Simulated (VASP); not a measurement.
# Ag2Pd (P4_2/mnm) in VASP: a series of runs

The runs below take Ag2Pd through single point, relaxation of cell and atoms, with PBE.

All numbers are computed with VASP 6.6.1; they aren't measurements. Logs are shortened: lines on timing, memory, paths and dates and some standing lists are left out, and cuts for length are marked.

## 1. The cell of the first run

The structure is tetragonal, space group P4_2/mnm (No. 136). Conventional cell: a = 5.663 Å, b = 5.663 Å, c = 4.503 Å, α = 90.00°, β = 90.00°, γ = 90.00°. Ag (site symmetry m2m) has 3 Pd at 2.60 to 2.65 Å and 1 Ag at 2.81 Å within 3.4 Å. Within 3.4 Å of Pd (site symmetry mmm) lie 6 Ag at 2.60 to 2.65 Å.

## 2. Single point, PBE

INCAR reads:

```
SYSTEM = Ag2Pd
PREC = Accurate ; ENCUT = 520
EDIFF = 1E-6 ; ISMEAR = 0
SIGMA = 0.1 ; LREAL = .FALSE.
LASPH = .TRUE. ; NELM = 80
ALGO = Fast ; ISIF = 2
LWAVE = .FALSE. ; LCHARG = .FALSE.
GGA = PE ; NBANDS = 41
```

KPOINTS reads:

```
regular mesh
0
G
  8 8 8
  0 0 0
```

POSCAR reads:

```
Ag2Pd
1.0
    5.6626421647      0.0000000000      0.0000000000
    0.0000000000      5.6626421647      0.0000000000
    0.0000000000      0.0000000000      4.5033109783
Ag Pd
4 2
Direct
    0.3247774080      0.3247774080      0.0000000000
    0.1752225920      0.8247774080      0.5000000000
    0.6752225920      0.6752225920      0.0000000000
    0.8247774080      0.1752225920      0.5000000000
    0.0000000000      0.0000000000      0.0000000000
    0.5000000000      0.5000000000      0.5000000000
```

Potentials or basis: VASP PAW PBE potentials, release 64 (Ag, Pd).

On the command line:

```bash
$ cat potpaw_PBE.64/Ag/POTCAR potpaw_PBE.64/Pd/POTCAR > POTCAR
$ mpirun -np 1 vasp_std > vasp.out
```

OUTCAR:

```text
SYSTEM = Ag2Pd
   PREC = Accurate
   ENCUT = 520
   EDIFF = 1E-6
   ISMEAR = 0
   LREAL = .FALSE.
   LASPH = .TRUE.
   NELM = 80
   ISIF = 2
   GGA = PE

 ion  position               nearest neighbor table
   1  0.325  0.325  0.000-   5 2.60   6 2.65   6 2.65   3 2.81
   2  0.175  0.825  0.500-   6 2.60   5 2.65   5 2.65   4 2.81
   3  0.675  0.675  0.000-   5 2.60   6 2.65   6 2.65   1 2.81
   4  0.825  0.175  0.500-   6 2.60   5 2.65   5 2.65   2 2.81
   5  0.000  0.000  0.000-   1 2.60   3 2.60   2 2.65   4 2.65   2 2.65   4 2.65
   6  0.500  0.500  0.500-   2 2.60   4 2.60   3 2.65   1 2.65   1 2.65   3 2.65

  LATTYP: Found a simple tetragonal cell.
 ALAT       =     5.6626421647
 C/A-ratio  =     0.7952667407

  Lattice vectors:

 A1 = (   5.6626421647,   0.0000000000,   0.0000000000)
 A2 = (   0.0000000000,   5.6626421647,   0.0000000000)
 A3 = (   0.0000000000,   0.0000000000,   4.5033109783)

Analysis of symmetry for initial positions (statically):
=====================================================================
 Subroutine PRICEL returns:
 Original cell was already a primitive cell.

 Routine SETGRP: Setting up the symmetry group for a
 simple tetragonal supercell.

 Subroutine GETGRP returns: Found 16 space group operations
 (whereof  8 operations were pure point group operations)
 out of a pool of 16 trial point group operations.

The static configuration has the point symmetry D_2h.
 The point group associated with its full space group is D_4h.

Analysis of symmetry for dynamics (positions and initial velocities):
=====================================================================
 Subroutine PRICEL returns:
 Original cell was already a primitive cell.

 Routine SETGRP: Setting up the symmetry group for a
 simple tetragonal supercell.

 Subroutine GETGRP returns: Found 16 space group operations
 (whereof  8 operations were pure point group operations)
 out of a pool of 16 trial point group operations.

The dynamic configuration has the point symmetry D_2h.
 The point group associated with its full space group is D_4h.

 Subroutine INISYM returns: Found 16 space group operations
 (whereof  8 operations are pure point group operations),
 and found     1 'primitive' translations

----------------------------------------------------------------------------------------

                                     Primitive cell

  volume of cell :     144.4010

  direct lattice vectors                    reciprocal lattice vectors
     5.662642165  0.000000000  0.000000000     0.176596008  0.000000000  0.000000000
     0.000000000  5.662642165  0.000000000     0.000000000  0.176596008  0.000000000
     0.000000000  0.000000000  4.503310978     0.000000000  0.000000000  0.222058837

  length of vectors
     5.662642165  5.662642165  4.503310978     0.176596008  0.176596008  0.222058837

  position of ions in fractional coordinates (direct lattice)
     0.324777408  0.324777408  0.000000000
     0.175222592  0.824777408  0.500000000
     0.675222592  0.675222592  0.000000000
     0.824777408  0.175222592  0.500000000
     0.000000000  0.000000000  0.000000000
     0.500000000  0.500000000  0.500000000

  ion indices of the primitive-cell ions
   primitive index   ion index
                 1           1
                 2           2
                 3           3
                 4           4
                 5           5
                 6           6

----------------------------------------------------------------------------------------

 KPOINTS: regular mesh

Automatic generation of k-mesh.
 Grid dimensions read from file:
 generate k-points for:    8    8    8

 Generating k-lattice:

  Cartesian coordinates                     Fractional coordinates (reciprocal lattice)
     0.022074501  0.000000000  0.000000000     0.125000000  0.000000000  0.000000000
     0.000000000  0.022074501  0.000000000     0.000000000  0.125000000  0.000000000
     0.000000000  0.000000000  0.027757355     0.000000000  0.000000000  0.125000000

  Length of vectors
     0.022074501  0.022074501  0.027757355

  Shift w.r.t. Gamma in fractional coordinates (k-lattice)
     0.000000000  0.000000000  0.000000000

 Subroutine IBZKPT returns following result:
 ===========================================

 Found     75 irreducible k-points:

 Following reciprocal coordinates:
            Coordinates               Weight
  0.000000  0.000000  0.000000      1.000000
  0.125000  0.000000  0.000000      4.000000
  0.250000  0.000000  0.000000      4.000000
  0.375000  0.000000  0.000000      4.000000
  0.500000  0.000000  0.000000      2.000000
  0.125000  0.125000  0.000000      4.000000
[... 16 lines left out ...]
  0.375000  0.125000  0.125000     16.000000
  0.500000  0.125000  0.125000      8.000000
 [... further k-points ...]
   k-points           NKPTS =     75   k-points in BZ     NKDIM =     75   number of bands    NBANDS=     41
   number of dos      NEDOS =    301   number of ions     NIONS =      6
   total plane-waves  NPLWV =  63504
   dimension x,y,z NGX =    42 NGY =   42 NGZ =   36
   dimension x,y,z NGXF=    84 NGYF=   84 NGZF=   72
   ions per type =               4   2
   NGX,Y,Z   is equivalent  to a cutoff of  12.33, 12.33, 13.29 a.u.
   NGXF,Y,Z  is equivalent  to a cutoff of  24.66, 24.66, 26.58 a.u.
 SYSTEM =  Ag2Pd
   PREC   = accura    normal or accurate (medium, high low for compatibility)
   ISTART =      0    job   : 0-new  1-cont  2-samecut
   ICHARG =      2    charge: 1-file 2-atom 10-const
   ISPIN  =      1    spin polarized calculation?
   LNONCOLLINEAR =      F non collinear calculations
   LSORBIT =      F    spin-orbit coupling
   LASPH  =      T    aspherical Exc in radial PAW
   ENCUT  =  520.0 eV  38.22 Ry    6.18 a.u.  10.53 10.53  8.37*2*pi/ulx,y,z
   NELM   =     80;   NELMIN=  2; NELMDL= -5     # of ELM steps
   EDIFF  = 0.1E-05   stopping-criterion for ELM
   LREAL  =      F    real-space projection
   EDIFFG = 0.1E-04   stopping-criterion for IOM
   NSW    =      0    number of steps for IOM
   IBRION =     -1    ionic relax: 0-MD 1-quasi-New 2-CG
   NFREE  =      0    steps in history (QN), initial steepest desc. (CG)
   ISIF   =      2    stress and relaxation
   ISYM   =      2    0-nonsym 1-usesym 2-fastsym
   POTIM  = 0.5000    time-step for ionic-motion
   TEBEG  =    0.0;   TEEND  =   0.0 temperature during run
   PSTRESS=    0.0 pullay stress
   NELECT =      64.0000    total number of electrons
   NUPDOWN=      -1.0000    fix difference up-down
   EMIN   =  10.00;   EMAX   =-10.00  energy-range for DOS
   EFERMI =   0.00;   METHOD = LEGACY
   ISMEAR =     0;   SIGMA  =   0.10  broadening in eV -4-tet -1-fermi 0-gaus
   EFERMI_NEDOS =   21; number of points for ismear=-14 and -15
   IALGO  =     68    algorithm
   IMIX   =      4    mixing-type and parameters
     AMIX     =   0.40;   BMIX     =  1.00
     AMIX_MAG =   1.60;   BMIX_MAG =  1.00
  volume/ion in A,a.u.               =      24.07       162.41
  Fermi-wavevector in a.u.,A,eV,Ry     =   1.248183  2.358723 21.197327  1.557960
  Thomas-Fermi vector in A             =   2.382281
   LORBIT       =      0    0 simple, 1 ext, 2 COOP (PROOUT), +10 PAW based schemes
   GGA     = PE    functional components
   LHFCALC =     F    Hartree Fock is set to
   AEXX    =    0.0000 exact exchange contribution
   IVDW    =     0    specifies the selected vdW correction
   LEPSILON=     F    determine dielectric tensor
   LRPA    =     F    only Hartree local field effects (RPA)
 non-spin polarized calculation
 RMM-DIIS sequential band-by-band and
 Gauss-broadening in eV      SIGMA  =   0.10
  energy-cutoff  :      520.00
  volume of cell :      144.40
 maximum number of plane-waves:      3913
   NGX = 21   NGY = 21   NGZ = 17

 number of electron      63.9999998 magnetization

 Free energy of the ion-electron system (eV)
  ---------------------------------------------------
  ext. energy  EPLUGINS =         0.00000000
  ---------------------------------------------------
  free energy    TOTEN  =       -17.71677997 eV

  energy without entropy =      -17.71013101  energy(sigma->0) =      -17.71345549

 E-fermi :   3.9256     XC(G=0): -10.0133

 val. band max:        3.9222645625   @ k =   0.1250   0.1250   0.0000
 cond. band min:       3.9412366090   @ k =   0.1250   0.0000   0.0000
 fundamental gap:      0.0189720465
 Fermi energy:         3.9256125790

 k-point     1 :       0.0000    0.0000    0.0000
  band No.  band energies     occupation
      1      -1.3844      2.00000
      2      -0.8473      2.00000
      3      -0.2427      2.00000
      4      -0.1970      2.00000
      5      -0.0580      2.00000
      6      -0.0580      2.00000
[... 33 lines left out ...]
     40      12.3329      0.00000
     41      12.4629      0.00000

 k-point     2 :       0.1250    0.0000    0.0000
  band No.  band energies     occupation
      1      -1.3193      2.00000
      2      -0.8114      2.00000
      3      -0.2223      2.00000
      4      -0.2193      2.00000
      5      -0.0777      2.00000
      6      -0.0675      2.00000
[... 33 lines left out ...]
     40      11.8452      0.00000
     41      12.7644      0.00000

 k-point     3 :       0.2500    0.0000    0.0000
  band No.  band energies     occupation
      1      -1.1341      2.00000
      2      -0.7135      2.00000
      3      -0.2509      2.00000
      4      -0.1611      2.00000
      5      -0.1268      2.00000
      6      -0.0920      2.00000
[... 33 lines left out ...]
     40      10.9121      0.00000
     41      12.0319      0.00000

 k-point     4 :       0.3750    0.0000    0.0000
  band No.  band energies     occupation
      1      -0.8683      2.00000
      2      -0.6020      2.00000
      3      -0.2549      2.00000
      4      -0.1843      2.00000
      5      -0.1186      2.00000
      6      -0.1071      2.00000
[... 825 lines left out ...]
     40      11.3007      0.00000
     41      11.4095      0.00000

 k-point    23 :       0.3750    0.1250    0.1250
  band No.  band energies     occupation
      1      -0.8821      2.00000
      2      -0.6032      2.00000
      3      -0.2825      2.00000
      4      -0.2097      2.00000
      5      -0.0731      2.00000
      6      -0.0405      2.00000
[... 33 lines left out ...]
     40      11.5197      0.00000
     41      11.6315      0.00000

 k-point    24 :       0.5000    0.1250    0.1250
  band No.  band energies     occupation
      1      -0.6947      2.00000
      2      -0.6947      2.00000
      3      -0.2571      2.00000
      4      -0.2571      2.00000
      5      -0.0589      2.00000
      6      -0.0589      2.00000
[... 33 lines left out ...]
     40      11.4211      0.00000
     41      12.1639      0.00000

 [... further k-points ...]

------------------------ aborting loop because EDIFF is reached ----------------------------------------

  FORCE on cell =-STRESS in cart. coord.  units (eV):
  Direction    XX          YY          ZZ          XY          YZ          ZX
  --------------------------------------------------------------------------------------
  -------------------------------------------------------------------------------------
  Total       -0.0716165     -0.0716165     -0.1002999      0.0000000      0.0000000      0.0000000
  in kB       -0.7946089     -0.7946089     -1.1128607      0.0000000      0.0000000      0.0000000
  external PRESSURE =      -0.9006928 kB  Pullay stress =       0.0000000 kB

 VOLUME and BASIS-vectors are now :
 -----------------------------------------------------------------------------
  energy-cutoff  :      520.00
  volume of cell :      144.40
      direct lattice vectors                 reciprocal lattice vectors
     5.662642165  0.000000000  0.000000000     0.176596008  0.000000000  0.000000000
     0.000000000  5.662642165  0.000000000     0.000000000  0.176596008  0.000000000
     0.000000000  0.000000000  4.503310978     0.000000000  0.000000000  0.222058837

 POSITION                                       TOTAL-FORCE (eV/Angst)
 -----------------------------------------------------------------------------------
      1.83910      1.83910      0.00000         0.003238      0.003238     -0.000000
      0.99222      4.67042      2.25166        -0.003238      0.003238     -0.000000
      3.82354      3.82354      0.00000        -0.003238     -0.003238      0.000000
      4.67042      0.99222      2.25166         0.003238     -0.003238      0.000000
      0.00000      0.00000      0.00000         0.000000      0.000000      0.000000
      2.83132      2.83132      2.25166         0.000000      0.000000      0.000000
 -----------------------------------------------------------------------------------
    total drift:                               -0.000000     -0.000000     -0.000000

  FREE ENERGIE OF THE ION-ELECTRON SYSTEM (eV)
  ---------------------------------------------------
  free  energy   TOTEN  =       -17.7167799739 eV

  energy  without entropy=      -17.7101310093  energy(sigma->0) =      -17.71345549
```

Wall time 15 min (1 thread of Intel Xeon 8259CL, shared host); peak memory 0.49 GiB.

What came out:

| Quantity | Value |
| --- | --- |
| Free energy | -17.7168 eV |
| Pressure | -0.1 GPa |
| Largest force | 0.005 eV/Å |
| Band gap on the k mesh | zero (bands 32 and 33 overlap by 0.97 eV) |

Forces in eV/Å, atoms in the order of the input:
```
Ag   0.003  0.003  0.000
Ag  -0.003  0.003  0.000
Ag  -0.003 -0.003  0.000
Ag   0.003 -0.003  0.000
Pd   0.000  0.000  0.000
Pd   0.000  0.000  0.000
```

## 3. Relaxation of cell and atoms, PBE

INCAR reads:

```
SYSTEM = Ag2Pd
PREC = Accurate
ENCUT = 600
EDIFF = 1E-6
ISMEAR = 0
SIGMA = 0.1
LREAL = .FALSE.
LASPH = .TRUE.
NELM = 100
ALGO = Fast
ISIF = 3
LWAVE = .FALSE.
LCHARG = .FALSE.
GGA = PE
IBRION = 2
NSW = 100
EDIFFG = -0.01
```

KPOINTS is that of step 2.

POSCAR reads:

```
Ag2Pd
1.0
    5.6647006240      0.0000000000      0.0000000000
    0.0000000000      5.6647006240      0.0000000000
    0.0000000000      0.0000000000      4.5001226921
Ag Pd
4 2
Direct
    0.3247959878      0.3247959878      0.0000000000
    0.1752040122      0.8247959878      0.5000000000
    0.6752040122      0.6752040122      0.0000000000
    0.8247959878      0.1752040122      0.5000000000
    0.0000000000      0.0000000000      0.0000000000
    0.5000000000      0.5000000000      0.5000000000
```

Potentials or basis: VASP PAW PBE potentials, release 64 (Ag, Pd).

On the command line:

```bash
$ cat potpaw_PBE.64/Ag/POTCAR potpaw_PBE.64/Pd/POTCAR > POTCAR
$ mpirun -np 1 vasp_std > vasp.out
```

Wall time 6.5 min (1 thread of Intel Xeon 6975P-C (Granite Rapids), shared host); peak memory 0.57 GiB.

The run converged. Its results:

| Item | Value |
| --- | --- |
| Free energy | -17.7165 eV |
| Relaxed volume | 24.03 Å³/atom |
| Relaxed cell | a = 5.661 Å, b = 5.661 Å, c = 4.499 Å, α = 90.00°, β = 90.00°, γ = 90.00° |
| Space group after relaxing (to 0.1 Å) | P4_2/mnm (No. 136) |
| Energy gained by relaxing | 0.0 meV/atom |
| Ionic steps | 2 |
| Pressure after relaxing | 0.0 GPa |
| Band gap on the k mesh | zero (bands 32 and 33 overlap by 0.97 eV) |

Step by step:
```tsv
step	energy change (eV)	largest force (eV/Å)	pressure (GPa)	volume (Å³)
1	0.0000	0.0049	-0.08	144.40
2	-0.0001	0.0006	-0.01	144.17
```

Final structure:
```yaml
crystal:
  lattice:
    - [5.66065, 0.00000, 0.00000]
    - [0.00000, 5.66065, 0.00000]
    - [0.00000, 0.00000, 4.49920]
  atoms:
    - { symbol: Ag, position: [0.32477, 0.32477, 0.00000] }
    - { symbol: Ag, position: [0.17523, 0.82477, 0.50000] }
    - { symbol: Ag, position: [0.67523, 0.67523, 0.00000] }
    - { symbol: Ag, position: [0.82477, 0.17523, 0.50000] }
    - { symbol: Pd, position: [0.00000, 0.00000, 0.00000] }
    - { symbol: Pd, position: [0.50000, 0.50000, 0.50000] }
```

Levels at points of the mesh, in eV from the Fermi level:
```tsv
k point	band 28	band 29	band 30	band 31	band 32	band 33	band 34	band 35	band 36	band 37
(0.00, 0.00, 0.00)	-0.81	-0.56	-0.56	-0.54	0.65	1.03	1.03	2.94	3.41	5.71
(0.50, 0.00, 0.00)	-1.07	-0.96	-0.96	-0.95	-0.95	2.39	2.39	3.63	3.63	5.07
(0.50, 0.50, 0.00)	-1.23	-0.97	-0.97	-0.63	-0.63	-0.26	-0.26	5.41	5.41	6.91
(0.00, 0.00, 0.50)	-1.07	-0.82	-0.82	-0.76	-0.76	2.09	2.09	2.88	2.88	3.99
(0.50, 0.00, 0.50)	-0.96	-0.79	-0.79	-0.25	-0.25	0.36	0.36	3.78	3.78	4.21
(0.50, 0.50, 0.50)	-0.97	-0.79	-0.79	-0.30	-0.30	0.56	0.56	1.68	1.68	1.83
```
